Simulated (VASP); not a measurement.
# Sb (Pm-3m) in VASP: further runs, part 2 of 2

VASP 6.6.1. The steps go on from the part before.

## Step 3: Relaxation of cell and atoms, RPBE+D3(BJ), non-collinear spin, typed start (29.03 Å³/atom)

This run uses another cell than the first one, of 29.03 Å³/atom.

The input, INCAR:

```
SYSTEM = Sb
PREC = Accurate
ENCUT = 600
EDIFF = 1E-6
ISMEAR = 0
SIGMA = 0.05
LREAL = .FALSE.
LASPH = .TRUE.
NELM = 150
ALGO = Normal
ISIF = 3
LWAVE = .FALSE.
LCHARG = .FALSE.
LNONCOLLINEAR = .TRUE.
MAGMOM = -0.103 0.324 -0.279
LORBIT = 11
GGA = RP
IVDW = 12
IBRION = 2
NSW = 80
EDIFFG = -0.01
```

The input, KPOINTS:

```
regular mesh
0
G
  6 6 6
  0 0 0
```

The input, POSCAR:

```
Sb
1.0
    3.0733806909      0.0000000000      0.0000000000
    0.0000000000      3.0733806909      0.0000000000
    0.0000000000      0.0000000000      3.0733806909
Sb
1
Direct
    0.0000000000      0.0000000000      0.0000000000
```

Potentials or basis: VASP PAW PBE potentials, release 64 (Sb).

On the command line:

```sh
cat potpaw_PBE.64/Sb/POTCAR > POTCAR
mpirun -np 1 vasp_ncl > vasp.out
```

OUTCAR:

```text
SYSTEM = Sb
   PREC = Accurate
   ENCUT = 600
   EDIFF = 1E-6
   ISMEAR = 0
   LREAL = .FALSE.
   LASPH = .TRUE.
   NELM = 150
   ISIF = 3
   LNONCOLLINEAR = .TRUE.
   LORBIT = 11
   GGA = RP
   IVDW = 12
   IBRION = 2
   NSW = 80
   EDIFFG = -0.01
 IVDW          = 12

 ion  position               nearest neighbor table
   1  0.000  0.000  0.000-

  LATTYP: Found a simple cubic cell.
 ALAT       =     3.0733806909

  Lattice vectors:

 A1 = (   3.0733806909,   0.0000000000,   0.0000000000)
 A2 = (   0.0000000000,   3.0733806909,   0.0000000000)
 A3 = (   0.0000000000,   0.0000000000,   3.0733806909)

Analysis of symmetry for initial positions (statically):
=====================================================================
 Subroutine PRICEL returns:
 Original cell was already a primitive cell.

 Routine SETGRP: Setting up the symmetry group for a
 simple cubic supercell.

 Subroutine GETGRP returns: Found 48 space group operations
 (whereof 48 operations were pure point group operations)
 out of a pool of 48 trial point group operations.

The static configuration has the point symmetry O_h .

Analysis of symmetry for dynamics (positions and initial velocities):
=====================================================================
 Subroutine PRICEL returns:
 Original cell was already a primitive cell.

[... 177 lines left out ...]
 Fermi energy:         7.8652855425

 k-point     1 :       0.0000    0.0000    0.0000
  band No.  band energies     occupation
      1      -4.9976      1.00000
      2      -4.9976      1.00000
      3      10.9362      0.00000
      4      10.9362      0.00000
      5      10.9362      0.00000
      6      10.9363      0.00000
      7      10.9363      0.00000
      8      10.9363      0.00000
      9      14.4868      0.00000
     10      14.4868      0.00000
     11      14.4869      0.00000
     12      14.4869      0.00000
[... 594 lines left out ...]
 number of electron       5.0000000 magnetization       0.0000000     -0.0000000      0.0000000

 number of electron       5.0000000 magnetization      -0.0000000      0.0000000     -0.0000000

 Free energy of the ion-electron system (eV)
  ---------------------------------------------------
  ext. energy  EPLUGINS =         0.00000000
  ---------------------------------------------------
  free energy    TOTEN  =        -3.27870119 eV

  energy without entropy =       -3.27869531  energy(sigma->0) =       -3.27869825

 E-fermi :  10.9829     XC(G=0): -10.6419

 val. band max:       10.8615153913   @ k =   0.3333  -0.3333   0.3333
 cond. band min:      11.1108020196   @ k =   0.1667   0.1667   0.1667
 fundamental gap:      0.2492866283
 Fermi energy:        10.9829130698

 k-point     1 :       0.0000    0.0000    0.0000
  band No.  band energies     occupation
      1      -3.8631      1.00000
      2      -3.8631      1.00000
      3      14.5255      0.00000
      4      14.5255      0.00000
      5      14.5255      0.00000
      6      14.5255      0.00000
      7      14.5255      0.00000
      8      14.5255      0.00000
      9      17.7935      0.00000
     10      17.7935      0.00000
     11      17.7935      0.00000
     12      17.7935      0.00000
[... 377 lines left out ...]
  FREE ENERGIE OF THE ION-ELECTRON SYSTEM (eV)
  ---------------------------------------------------
  free  energy   TOTEN  =        -6.2524890454 eV

  energy  without entropy=       -6.2524831574  energy(sigma->0) =       -6.25248610

 reached required accuracy - stopping structural energy minimisation

 total charge

# of ion       s       p       d       tot
------------------------------------------
    1        1.194   1.261   0.070   2.525

 magnetization (x)

# of ion       s       p       d       tot
------------------------------------------
    1       -0.000  -0.000  -0.000  -0.000

 magnetization (y)

# of ion       s       p       d       tot
------------------------------------------
    1        0.000   0.000   0.000   0.000

 magnetization (z)

# of ion       s       p       d       tot
------------------------------------------
    1       -0.000  -0.000  -0.000  -0.000
```

Wall time 2.2 min (1 thread of Intel Xeon 6975P-C (Granite Rapids), shared host); peak memory 0.3 GiB.

Results:

| Item | Value |
| --- | --- |
| Free energy | -6.2525 eV |
| Relaxed volume | 23.44 Å³/atom |
| Relaxed cell | a = 2.862 Å, b = 2.862 Å, c = 2.862 Å, α = 90.00°, β = 90.00°, γ = 90.00° |
| Space group after relaxing (to 0.1 Å) | Pm-3m (No. 221) |
| Energy gained by relaxing | 321.5 meV/atom |
| Ionic steps | 7 |
| Pressure after relaxing | 0.0 GPa |
| Band gap on the k mesh | zero (bands 5 and 6 overlap by 11.57 eV) |
| Net moment | 0.00 μB per cell |
| Valence electrons inside the program's atomic spheres | Sb 2.52 |
| Dispersion energy per atom | -2.974 eV |

The path:
| step | energy change (eV) | largest force (eV/Å) | pressure (GPa) | volume (Å³) |
| --- | --- | --- | --- | --- |
| 1 | 0.0000 | 0.0000 | -14.94 | 29.03 |
| 2 | 0.0750 | 0.0000 | 35.56 | 19.08 |
| 3 | -0.3212 | 0.0000 | -0.61 | 23.57 |
| 4 | -0.3215 | 0.0000 | -0.12 | 23.47 |
| 5 | -0.3214 | 0.0000 | 0.39 | 23.37 |
| 6 | -0.3213 | 0.0000 | -0.47 | 23.54 |
| 7 | -0.3215 | 0.0000 | 0.02 | 23.44 |

Final structure:
```
Sb
1.0
     2.86195    0.00000    0.00000
     0.00000    2.86195    0.00000
     0.00000    0.00000    2.86195
Sb
1
Direct
  0.00000 0.00000 0.00000
```

Moments on the atoms (μB; x, y, z):
```
Sb  0.00 0.00 0.00
```

Caveat: the volume moved by over 15 % at a fixed basis, so the end points are rough; the PAW data sets were made with another functional, which shifts forces and pressure a little; spin-orbit coupling is left out, which moves the levels of the heavy elements.

## Step 4: Single point, LDA, collinear spin, zero start (28.35 Å³/atom)

This run uses another cell than the first one, of 28.35 Å³/atom.

The input, INCAR:

```
SYSTEM = Sb
PREC = Accurate
ENCUT = 520
EDIFF = 1E-6
ISMEAR = 0
SIGMA = 0.05
LREAL = .False.
LASPH = .True.
NELM = 150
ALGO = Normal
ISIF = 2
LWAVE = .False.
LCHARG = .False.
ISPIN = 2
MAGMOM = 0
LORBIT = 11
NUPDOWN = 0.0
NBANDS = 12
```

The input, KPOINTS:

```
regular mesh
0
Gamma
  8 8 8
  0 0 0
```

The input, POSCAR:

```
Sb
1.0
    3.0493649950      0.0000000000      0.0000000000
    0.0000000000      3.0493649950      0.0000000000
    0.0000000000      0.0000000000      3.0493649950
Sb
1
Direct
    0.0000000000      0.0000000000      0.0000000000
```

Potentials or basis: VASP PAW LDA potentials, release 64 (Sb).

On the command line:

```sh
cat potpaw_LDA.64/Sb/POTCAR > POTCAR
mpirun -np 1 vasp_std > vasp.out
```

Run time: 3.6 s. Hardware: 1 thread of Intel Xeon 6975P-C (Granite Rapids), shared host; peak memory 0.14 GiB.

The run converged. Its results:

* Free energy: -4.7712 eV
* Pressure: 0.2 GPa
* Net moment: 0.00 μB per cell
* Valence electrons inside the program's atomic spheres: Sb 2.42

Caveat: spin-orbit coupling is left out, which moves the levels of the heavy elements; the total moment is fixed, so each spin has its own Fermi level.

## Step 5: Relaxation of cell and atoms, LDA, collinear spin, zero start (32.82 Å³/atom)

This run uses another cell than the first one, of 32.82 Å³/atom.

The input, INCAR:

```
SYSTEM = Sb
PREC     = Accurate       ! precision mode
ENCUT    = 600            ! plane-wave cutoff, eV
EDIFF    = 1E-6           ! SCF threshold, eV
ISMEAR   = 0              ! smearing method
SIGMA    = 0.05           ! smearing width, eV
LREAL    = .False.        ! projectors in reciprocal space
LASPH    = .True.         ! aspherical terms in the spheres
NELM     = 150            ! most SCF steps
ALGO     = Normal         ! electronic algorithm
ISIF     = 3              ! what is computed and relaxed
LWAVE    = .False.        ! write WAVECAR
LCHARG   = .False.        ! write CHGCAR
ISPIN    = 2              ! spin polarisation
MAGMOM   = 0              ! initial moments
LORBIT   = 11             ! projections on sites
NUPDOWN  = 0.0            ! fixed moment
IBRION   = 2              ! ionic algorithm
NSW      = 80             ! ionic steps
EDIFFG   = -0.01          ! ionic threshold
```

The input, KPOINTS:

```
Automatic mesh
0
Gamma
  8 8 8
  0 0 0
```

The input, POSCAR:

```
Sb
1.0
    3.2015837161      0.0000000000      0.0000000000
    0.0000000000      3.2015837161      0.0000000000
    0.0000000000      0.0000000000      3.2015837161
Sb
1
Direct
    0.0000000000      0.0000000000      0.0000000000
```

Potentials or basis: VASP PAW LDA potentials, release 64 (Sb).

On the command line:

```sh
cat potpaw_LDA.64/Sb/POTCAR > POTCAR
mpirun -np 1 vasp_std > vasp.out
```

OUTCAR:

```text
SYSTEM = Sb
   PREC = Accurate
   ENCUT = 600
   EDIFF = 1E-6
   ISMEAR = 0
   LREAL = .False.
   LASPH = .True.
   NELM = 150
   ISIF = 3
   ISPIN = 2
   LORBIT = 11
   NUPDOWN = 0.0
   IBRION = 2
   NSW = 80
   EDIFFG = -0.01

 ion  position               nearest neighbor table
   1  0.000  0.000  0.000-

  LATTYP: Found a simple cubic cell.
 ALAT       =     3.2015837161

  Lattice vectors:

 A1 = (   3.2015837161,   0.0000000000,   0.0000000000)
 A2 = (   0.0000000000,   3.2015837161,   0.0000000000)
 A3 = (   0.0000000000,   0.0000000000,   3.2015837161)

Analysis of symmetry for initial positions (statically):
=====================================================================
 Subroutine PRICEL returns:
 Original cell was already a primitive cell.

 Routine SETGRP: Setting up the symmetry group for a
 simple cubic supercell.

 Subroutine GETGRP returns: Found 48 space group operations
 (whereof 48 operations were pure point group operations)
 out of a pool of 48 trial point group operations.

The static configuration has the point symmetry O_h .

Analysis of symmetry for dynamics (positions and initial velocities):
=====================================================================
 Subroutine PRICEL returns:
 Original cell was already a primitive cell.

 Routine SETGRP: Setting up the symmetry group for a
 simple cubic supercell.

 Subroutine GETGRP returns: Found 48 space group operations
 (whereof 48 operations were pure point group operations)
 out of a pool of 48 trial point group operations.

The dynamic configuration has the point symmetry O_h .

Analysis of structural, dynamic, and magnetic symmetry:
=====================================================================
 Subroutine PRICEL returns:
 Original cell was already a primitive cell.

 Routine SETGRP: Setting up the symmetry group for a
 simple cubic supercell.

 Subroutine GETGRP returns: Found 48 space group operations
 (whereof 48 operations were pure point group operations)
 out of a pool of 48 trial point group operations.

[... 108 lines left out ...]
   PSTRESS=    0.0 pullay stress
   NELECT =       5.0000    total number of electrons
   NUPDOWN=       0.0000    fix difference up-down
   EMIN   =  10.00;   EMAX   =-10.00  energy-range for DOS
   EFERMI =   0.00;   METHOD = LEGACY
   ISMEAR =     0;   SIGMA  =   0.05  broadening in eV -4-tet -1-fermi 0-gaus
   EFERMI_NEDOS =   21; number of points for ismear=-14 and -15
   IALGO  =     38    algorithm
   IMIX   =      4    mixing-type and parameters
     AMIX     =   0.40;   BMIX     =  1.00
     AMIX_MAG =   1.60;   BMIX_MAG =  1.00
  volume/ion in A,a.u.               =      32.82       221.46
  Fermi-wavevector in a.u.,A,eV,Ry     =   0.874380  1.652338 10.402192  0.764540
  Thomas-Fermi vector in A             =   1.993902
   LORBIT       =     11    0 simple, 1 ext, 2 COOP (PROOUT), +10 PAW based schemes
   GGA     = CA    functional components
   LHFCALC =     F    Hartree Fock is set to
   AEXX    =    0.0000 exact exchange contribution
   IVDW    =     0    specifies the selected vdW correction
   LEPSILON=     F    determine dielectric tensor
   LRPA    =     F    only Hartree local field effects (RPA)
 conjugate gradient relaxation of ions
 spin polarized calculation
 Gauss-broadening in eV      SIGMA  =   0.05
  energy-cutoff  :      600.00
  volume of cell :       32.82
 maximum number of plane-waves:      1110
 NGX is ok and might be reduce to    28
   NGX = 13   NGY = 13   NGZ = 13

--------------------------------------- Ionic step        1  -------------------------------------------

 number of electron       5.0000000 magnetization      -0.0000000

 number of electron       5.0000000 magnetization       0.0000000

 Free energy of the ion-electron system (eV)
  ---------------------------------------------------
  ext. energy  EPLUGINS =         0.00000000
  ---------------------------------------------------
  free energy    TOTEN  =        -4.66087381 eV

  energy without entropy =       -4.65824355  energy(sigma->0) =       -4.65955868

 E-fermi :   5.7726     XC(G=0):  -9.4125

 val. band max:        5.7689069065   @ k =   0.3750   0.2500   0.1250
 cond. band min:       5.9225872765   @ k =   0.2500   0.2500   0.2500
 fundamental gap:      0.1536803700
 Fermi energy:         5.7726060945

 spin component 1

 k-point     1 :       0.0000    0.0000    0.0000
  band No.  band energies     occupation
      1      -5.8828      1.00000
      2       8.8150      0.00000
      3       8.8150      0.00000
      4       8.8150      0.00000
      5      12.6508      0.00000
      6      12.6508      0.00000
[... 500 lines left out ...]
 number of electron       5.0000000 magnetization       0.0000000

 number of electron       5.0000000 magnetization      -0.0000000

 Free energy of the ion-electron system (eV)
  ---------------------------------------------------
  ext. energy  EPLUGINS =         0.00000000
  ---------------------------------------------------
  free energy    TOTEN  =        -4.77133085 eV

  energy without entropy =       -4.76869932  energy(sigma->0) =       -4.77001509

 E-fermi :   7.5404     XC(G=0): -10.0014

 val. band max:        7.5366554104   @ k =   0.3750   0.2500   0.1250
 cond. band min:       7.8183299529   @ k =   0.3750   0.2500   0.2500
 fundamental gap:      0.2816745425
 Fermi energy:         7.5403599251

 spin component 1

 k-point     1 :       0.0000    0.0000    0.0000
  band No.  band energies     occupation
      1      -5.1655      1.00000
      2      10.9588      0.00000
      3      10.9588      0.00000
      4      10.9588      0.00000
      5      14.5508      0.00000
      6      14.5508      0.00000
[... 455 lines left out ...]
  FREE ENERGIE OF THE ION-ELECTRON SYSTEM (eV)
  ---------------------------------------------------
  free  energy   TOTEN  =        -4.7713308523 eV

  energy  without entropy=       -4.7686993183  energy(sigma->0) =       -4.77001509

 reached required accuracy - stopping structural energy minimisation

 total charge

# of ion       s       p       d       tot
------------------------------------------
    1        1.227   1.149   0.043   2.418

 magnetization (x)

# of ion       s       p       d       tot
------------------------------------------
    1        0.000   0.000  -0.000   0.000
```

OSZICAR:

```text
N       E                     dE             d eps       ncg     rms          rms(c)
DAV:   1     0.813364858703E+01    0.81336E+01   -0.16917E+03   840   0.608E+02
DAV:   2    -0.442798586956E+01   -0.12562E+02   -0.12155E+02  1218   0.748E+01
[... 19 lines left out ...]
DAV:   2    -0.478391491608E+01    0.23866E-01   -0.23027E-02   864   0.122E+00    0.509E-01
DAV:   3    -0.477140242986E+01    0.12512E-01   -0.27429E-02   852   0.923E-01    0.146E-01
DAV:   4    -0.477138673161E+01    0.15698E-04   -0.28859E-04   936   0.161E-01    0.133E-01
DAV:   5    -0.477133366169E+01    0.53070E-04   -0.27013E-05   852   0.461E-02    0.601E-02
DAV:   6    -0.477133089237E+01    0.27693E-05   -0.75450E-07   900   0.950E-03    0.155E-02
DAV:   7    -0.477133085228E+01    0.40090E-07   -0.48569E-08   432   0.157E-03
   3 F= -.47713309E+01 E0= -.47700151E+01  d E =-.110457E+00  mag=     0.0000
```

CONTCAR:

```text
Sb
   1.00000000000000
     3.0527035687779662    0.0000000000000000   -0.0000000000000000
     0.0000000000000000    3.0527035687779662   -0.0000000000000000
    -0.0000000000000000    0.0000000000000000    3.0527035687779662
  Sb
     1
Direct
     0.0000000000000000    0.0000000000000000    0.0000000000000000

  0.00000000E+00  0.00000000E+00  0.00000000E+00
```

Run time: 10 s. Hardware: 1 thread of Intel Xeon 6975P-C (Granite Rapids), shared host; peak memory 0.16 GiB.

Results:

- Free energy: -4.7713 eV
- Relaxed volume: 28.45 Å³/atom
- Relaxed cell: a = 3.053 Å, b = 3.053 Å, c = 3.053 Å, α = 90.00°, β = 90.00°, γ = 90.00°
- Space group after relaxing (to 0.1 Å): Pm-3m (No. 221)
- Energy gained by relaxing: 110.5 meV/atom
- Ionic steps: 3
- Pressure after relaxing: 0.0 GPa
- Net moment: 0.00 μB per cell
- Valence electrons inside the program's atomic spheres: Sb 2.42

The path:
```csv
step,energy change (eV),largest force (eV/Å),pressure (GPa),volume (Å³)
1,0.0000,0.0000,-7.05,32.82
2,-0.0757,0.0000,5.67,26.42
3,-0.1105,0.0000,-0.02,28.45
```

Final structure:
```
CELL_PARAMETERS angstrom
3.05270 0.00000 0.00000
0.00000 3.05270 0.00000
0.00000 0.00000 3.05270
ATOMIC_POSITIONS crystal
Sb 0.00000 0.00000 0.00000
```

Caveat: spin-orbit coupling is left out, which moves the levels of the heavy elements; the total moment is fixed, so each spin has its own Fermi level. Zero-point motion and thermal expansion aren't in these numbers.

## Step 6: Overview

| task | level | potentials or basis | spin | fixed moment (μB) | cell | k mesh | cutoff (eV) | gap on the mesh (eV) | pressure (GPa) | moment (μB) | relaxed volume (Å³/atom) |
| --- | --- | --- | --- | --- | --- | --- | --- | --- | --- | --- | --- |
| single point | RPBE+D3(BJ) | VASP PAW PBE potentials, release 64 (Sb) | non-collinear, typed start | - | a = 2.860 Å, 1 atom | 6 × 6 × 6 | 520 | none | 0.2 | 0.00 | - |
| relaxation of cell and atoms | RPBE+D3(BJ) | VASP PAW PBE potentials, release 64 (Sb) | non-collinear, typed start | - | relaxed from a = 3.073 Å, 1 atom | 6 × 6 × 6 | 600 | none | 0.0 | 0.00 | 23.44 |
| single point | LDA | VASP PAW LDA potentials, release 64 (Sb) | collinear, zero start | 0.0 | a = 3.049 Å, 1 atom | 8 × 8 × 8 | 520 | - | 0.2 | 0.00 | - |
| relaxation of cell and atoms | LDA | VASP PAW LDA potentials, release 64 (Sb) | collinear, zero start | 0.0 | relaxed from a = 3.202 Å, 1 atom | 8 × 8 × 8 | 600 | - | 0.0 | 0.00 | 28.45 |

Alike in all rows: smearing gaussian 0.05 eV.

Caveats: some runs use coarse meshes; spin-orbit coupling is left out, which moves the levels of the heavy elements; the PAW data sets were made with another functional, which shifts forces and pressure a little (at least some runs); the total moment is fixed, so each spin has its own Fermi level (at least some runs); the volume moved by over 15 % at a fixed basis, so the end points are rough (at least some runs).

Absolute energies hang on the potentials; compare differences alone.
